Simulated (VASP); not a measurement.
Write the native input for VASP 6.6.1 that does the following.

```
Task                   : single point
Functional             : LDA
Potentials or basis    : VASP PAW LDA potentials, release 64 (Si, O)
Cutoff                 : 600 eV
k mesh                 : 4 × 4 × 4
Occupations            : gaussian, width 0.1 eV
Spin                   : no spin polarisation
Dipole correction      : no
Further INCAR settings : ALGO = Normal; EDIFF = 1e-06; NBANDS = 44
```

The structure of SiO2 lies in POSCAR:

```
SiO2
1.0
    4.9877000000      0.0000000000      0.0000000000
    0.0000000000      4.9877000000      0.0000000000
    0.0000000000      0.0000000000      6.9697000000
Si O
4 8
Direct
    0.2949000000      0.2949000000      0.0000000000
    0.2051000000      0.7949000000      0.2500000000
    0.7051000000      0.7051000000      0.5000000000
    0.7949000000      0.2051000000      0.7500000000
    0.2416000000      0.0968000000      0.1747000000
    0.4032000000      0.7416000000      0.4247000000
    0.7584000000      0.9032000000      0.6747000000
    0.5968000000      0.2584000000      0.9247000000
    0.7416000000      0.4032000000      0.5753000000
    0.9032000000      0.7584000000      0.3253000000
    0.2584000000      0.5968000000      0.0753000000
    0.0968000000      0.2416000000      0.8253000000
```

The input as run:

INCAR

```
ALGO = Normal
EDIFF = 1E-6
ENCUT = 600
GGA = CA
GGA_COMPAT = False
ISIF = 2
ISMEAR = 0
LASPH = True
LCHARG = False
LREAL = False
LWAVE = False
NBANDS = 44
NELM = 120
PREC = Accurate
SIGMA = 0.1
```

KPOINTS

```
k-points
0
Gamma
  4 4 4
```

Potentials or basis: VASP PAW LDA potentials, release 64 (Si, O).

Command:

```console
$ cat potpaw_LDA.64/Si/POTCAR potpaw_LDA.64/O/POTCAR > POTCAR
$ mpirun -np 1 vasp_std > vasp.out
```

It gave:

| Item | Value |
| --- | --- |
| Pressure | 3.0 GPa |
| Largest force | 0.494 eV/Å |
| Band gap on the k mesh | 5.56 eV |

Run time: 3.5 min on 1 thread of Oxide Virtual Turin-like Processor (shared host), peak memory 0.25 GiB.
